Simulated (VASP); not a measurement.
Crystal: SnSe5.

```xyz
6
Lattice="3.7036 0.0000 0.0000 -1.8518 3.2074 0.0000 0.0000 0.0000 15.1767" Properties=species:S:1:pos:R:3 pbc="T T T"
Sn    0.0000    0.0000    0.0000
Se    1.8518    1.0691   13.4306
Se    0.0000    0.0000    9.3254
Se    1.8518    1.0691    7.5884
Se    0.0000    0.0000    5.8513
Se    1.8518    1.0691    1.7461
```

The cell was generated, and may not be a known phase.

- Program: VASP 6.6.1
- Task: relaxation of cell and atoms
- Functional: PBE
- Potentials or basis: VASP PAW PBE potentials, release 64 (Sn_d, Se)
- Cutoff: 600 eV
- k mesh: 12 × 12 × 4
- Occupations: gaussian, width 0.1 eV
- Spin: no spin polarisation

At the start: pressure 0.1 GPa; volume 30.05 Å³/atom.

Problem. Where does the relaxation end?

Solution. Over 49 steps the energy falls by 29.7 meV/atom and the volume is 24.37 Å³/atom (-18.9 %); space group P-6m2 (No. 187, to 0.1 Å) before and after.

The path:
```tsv
step	energy change (eV)	largest force (eV/Å)	pressure (GPa)	volume (Å³)
1	0.0000	0.0512	0.06	180.28
3	-0.0018	0.0470	0.02	180.63
5	-0.0021	0.0040	-0.18	180.94
7	-0.0023	0.0130	-0.13	180.76
9	-0.0038	0.0396	-0.09	179.69
11	-0.0082	0.1547	0.12	175.40
13	-0.0099	0.3322	0.50	169.65
15	-0.0107	0.3343	0.50	169.14
17	-0.0137	0.3455	0.48	167.10
19	-0.0221	0.4460	0.71	158.94
21	-0.0194	0.6226	1.35	152.94
23	-0.0337	0.5840	1.38	148.86
25	0.4763	1.2118	8.66	130.04
27	0.0250	0.7449	4.77	136.17
29	-0.0350	0.8635	3.51	139.68
31	-0.0475	0.7633	3.38	139.29
33	-0.0636	0.7030	3.03	139.84
35	-0.1403	0.3667	0.13	145.46
37	-0.1471	0.3501	-0.27	146.40
39	-0.1751	0.1077	-0.02	146.45
41	-0.1772	0.0775	0.09	146.47
43	-0.1778	0.0201	-0.11	146.79
45	-0.1780	0.0220	0.02	146.38
47	-0.1781	0.0074	-0.04	146.37
49	-0.1782	0.0037	0.00	146.24
```

Final structure:
```xyz
6
Lattice="3.8246 0.0000 0.0000 -1.9123 3.3122 0.0000 0.0000 0.0000 11.5439" Properties=species:S:1:pos:R:3 pbc="T T T"
Sn    0.0000    0.0000    0.0000
Se    1.9123    1.1041    9.7640
Se    0.0000    0.0000    7.5051
Se    1.9123    1.1041    5.7720
Se    0.0000    0.0000    4.0389
Se    1.9123    1.1041    1.7799
```

Caveat: the volume moved by over 15 % at a fixed basis, so the end points are rough.
